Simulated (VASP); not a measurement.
Write the native input for VASP 6.6.1 that does the following.

```yaml
Task: single point
Functional: PBEsol
Potentials_or_basis: VASP PAW PBE potentials, release 64 (Cu, O)
Cutoff: 520 eV
k_mesh: 16 × 16 × 8
Occupations: methfessel-paxton, width 0.05 eV
Spin: no spin polarisation
Dipole_correction: no
Further_INCAR_settings: ALGO = Fast; EDIFF = 1e-06; NBANDS = 25
```

The structure of CuO lies in POSCAR:

```
CuO
1.0
    2.3446500000     -1.7134000000      0.0000000000
    2.3446500000      1.7134000000      0.0000000000
   -0.8605500000      0.0000000000      5.0594400000
Cu O
2 2
Direct
    0.0032000000      0.4968000000      0.0000000000
    0.4968000000      0.0032000000      0.5000000000
    0.5714000000      0.4056000000      0.2537000000
    0.4056000000      0.5714000000      0.7537000000
```

One way to write it, as run:

INCAR

```
PREC = Accurate
ENCUT = 520
EDIFF = 1E-6
ISMEAR = 1
SIGMA = 0.05
LREAL = F
LASPH = T
NELM = 100
ALGO = Fast
ISIF = 2
LWAVE = F
LCHARG = F
GGA = PS
NBANDS = 25
```

KPOINTS

```
regular mesh
0
Gamma
  16 16 8
```

Potentials or basis: VASP PAW PBE potentials, release 64 (Cu, O).

The run is started by

```bash
$ cat potpaw_PBE.64/Cu/POTCAR potpaw_PBE.64/O/POTCAR > POTCAR
$ mpirun -np 1 vasp_std > vasp.out
```

It gave:

```
Pressure               : -2.0 GPa
Largest force          : 0.755 eV/Å
Band gap on the k mesh : zero (bands 17 and 18 overlap by 0.73 eV)
```

Caveat: the PAW data sets were made with another functional, which shifts forces and pressure a little; semilocal functionals often make such compounds metallic where correlation or magnetic order opens a gap, which also shifts bond lengths.

It took 8 min on 1 thread of Oxide Virtual Turin-like Processor, with other jobs on the host, peak memory 0.5 GiB.
